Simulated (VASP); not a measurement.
The system is Fe.

```
CELL_PARAMETERS angstrom
0.00000 1.94174 1.96511
1.49844 0.00000 1.96511
1.49844 1.94174 0.00000
ATOMIC_POSITIONS crystal
Fe 0.00000 0.00000 0.00000
```

| Item | Value |
| --- | --- |
| Program | VASP 6.6.1 |
| Task | relaxation of cell and atoms |
| Functional | revPBE |
| Dispersion | D4 |
| Potentials or basis | VASP PAW PBE potentials, release 64 (Fe) |
| Cutoff | 600 eV |
| k mesh | 13 × 13 × 13 |
| Occupations | fermi-dirac, width 0.05 eV |
| Spin | collinear spin, ferromagnetic start |
| Starting moments | [3.0] μB |

At the start: pressure -5.1 GPa; volume 11.44 Å³/atom.

Problem. Where does the relaxation end?

Solution. Over 14 steps the energy falls by 24.2 meV/atom and the volume is 11.07 Å³/atom (-3.2 %); space group Im-3m (No. 229, to 0.05 Å); moment 2.12 μB per cell.

Step by step:
| step | energy change (eV) | largest force (eV/Å) | pressure (GPa) | volume (Å³) |
| --- | --- | --- | --- | --- |
| 1 | 0.0000 | 0.0000 | -5.05 | 11.44 |
| 2 | -0.0114 | 0.0000 | 4.32 | 10.85 |
| 3 | -0.0120 | 0.0000 | 2.72 | 10.94 |
| 4 | -0.0216 | 0.0000 | 2.81 | 10.92 |
| 5 | -0.0227 | 0.0000 | 3.23 | 10.91 |
| 6 | -0.0217 | 0.0000 | -3.70 | 11.28 |
| 7 | -0.0242 | 0.0000 | -0.10 | 11.07 |
| 8 | -0.0242 | 0.0000 | 0.06 | 11.06 |
| 9 | -0.0242 | 0.0000 | 0.11 | 11.06 |
| 10 | -0.0242 | 0.0000 | 0.13 | 11.06 |
| 11 | -0.0242 | 0.0000 | 0.09 | 11.06 |
| 12 | -0.0242 | 0.0000 | 0.07 | 11.06 |
| 13 | -0.0242 | 0.0000 | -0.10 | 11.07 |
| 14 | -0.0242 | 0.0000 | -0.03 | 11.07 |

Final structure:
```
Fe
1.0
     0.00000    1.98489    1.98489
     1.40452    0.00000    1.98489
     1.40452    1.98489    0.00000
Fe
1
Cartesian
  0.0000 0.0000 0.0000
```

Caveat: the PAW data sets were made with another functional, which shifts forces and pressure a little; pairwise dispersion overbinds metals, which lowers pressure and volume.
